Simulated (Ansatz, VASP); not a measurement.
SnTe in VASP and in Ansatz

```xyz
2
Lattice="0.0000 3.1211 3.1211 3.1211 0.0000 3.1211 3.1211 3.1211 0.0000" Properties=species:S:1:pos:R:3 pbc="T T T"
Sn    0.0000    0.0000    0.0000
Te    3.1211    3.1211    3.1211
```

Alike in both runs: functional r2SCAN; k mesh 9 × 9 × 9; occupations fermi-dirac, width 0.1 eV; no spin polarisation.

Ansatz relaxed the structure, and its values are those at the end. VASP's run is a single point on that final structure, the one shown.

|  | VASP | Ansatz |
| --- | --- | --- |
| version | VASP 6.6.1 | Ansatz 0.2.0 |
| potentials or method | VASP PAW PBE potentials, release 64 (Sn_d, Te), cutoff 520 eV | PAW plane waves |
| valence electrons in the cell | 20 | 30 |

|  | VASP | Ansatz | Ansatz less VASP |
| --- | --- | --- | --- |
| pressure (GPa) | 3.1 | 3.1 | +0.02 |

VASP's potentials were made for PBE, not for r2SCAN. With one functional, cell and mesh, what is left measures potentials, basis and numerics. VASP's potentials hold 20 valence electrons a cell and Ansatz's 30, so a difference there can come from the potentials and not from the codes. Ansatz's warnings: stress scf threshold loose.

Neither program's run includes spin-orbit coupling.
